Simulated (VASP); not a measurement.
## Mg: relaxation of cell and atoms with PBEsol

Mg:

```xyz
2
Lattice="2.6887 0.0000 0.0000 -1.3444 2.3285 0.0000 0.0000 0.0000 4.3436" Properties=species:S:1:pos:R:3 pbc="T T T"
Mg    0.0000    1.5523    1.0859
Mg    1.3444    0.7762    3.2577
```

```
Program                : VASP 6.6.1
Task                   : relaxation of cell and atoms
Functional             : PBEsol
Potentials or basis    : VASP PAW PBE potentials, release 64 (Mg)
Cutoff                 : 600 eV
k mesh                 : 18 × 18 × 10
Occupations            : gaussian, width 0.1 eV
Spin                   : no spin polarisation
Target pressure        : 30 GPa
Dipole correction      : no
Further INCAR settings : ALGO = Normal; EDIFF = 1e-07; IBRION = 2; EDIFFG = -0.004; NSW = 70; ISIF = 3
```

```json
{
 "Relaxed volume": "15.42 Å³/atom",
 "Relaxed cell": "a = 2.804 Å, b = 2.804 Å, c = 4.528 Å, α = 90.00°, β = 90.00°, γ = 120.00°",
 "Space group after relaxing (to 0.1 Å)": "P6_3/mmc (No. 194)",
 "Energy change on relaxing (the run minimises the enthalpy)": "-450.3 meV/atom",
 "Ionic steps": "6",
 "Pressure after relaxing": "30.0 GPa",
 "Band gap on the k mesh": "zero (bands 2 and 3 overlap by 2.15 eV)"
}
```

The path:
| step | energy change (eV) | largest force (eV/Å) | pressure (GPa) | volume (Å³) |
| --- | --- | --- | --- | --- |
| 1 | 0.0000 | 0.0000 | 51.05 | 27.19 |
| 2 | -1.4626 | 0.0000 | 15.98 | 34.85 |
| 3 | -0.9151 | 0.0000 | 29.69 | 30.91 |
| 4 | -0.9006 | 0.0000 | 30.04 | 30.83 |
| 5 | -0.9007 | 0.0000 | 30.04 | 30.83 |
| 6 | -0.9007 | 0.0000 | 30.04 | 30.83 |

Final structure:
```
CELL_PARAMETERS angstrom
2.80402 0.00000 0.00000
-1.40201 2.42835 0.00000
0.00000 0.00000 4.52793
ATOMIC_POSITIONS crystal
Mg 0.33333 0.66667 0.25000
Mg 0.66667 0.33333 0.75000
```

Levels at points of the mesh, in eV from the Fermi level:
```csv
k point,band 1,band 2,band 3,band 4,band 5,band 6
"(0.00, 0.00, 0.00)",-8.83,-2.31,-1.18,13.32,13.32,14.34
"(0.50, 0.00, 0.00)",-2.91,-2.52,3.12,3.38,4.59,4.65
"(0.00, 0.00, 0.50)",-7.01,-7.01,6.41,6.41,14.12,14.12
"(0.50, 0.00, 0.50)",-1.55,-1.55,-0.37,-0.37,9.41,9.41
```

Run time: 2.7 min on 1 thread of AMD EPYC 7R13 (shared host), peak memory 0.16 GiB.

Caveat: the cell is relaxed towards a set pressure, so the run minimises the enthalpy, not the energy; the PAW data sets were made with another functional, which shifts forces and pressure a little. Zero-point motion and thermal expansion aren't in these numbers.
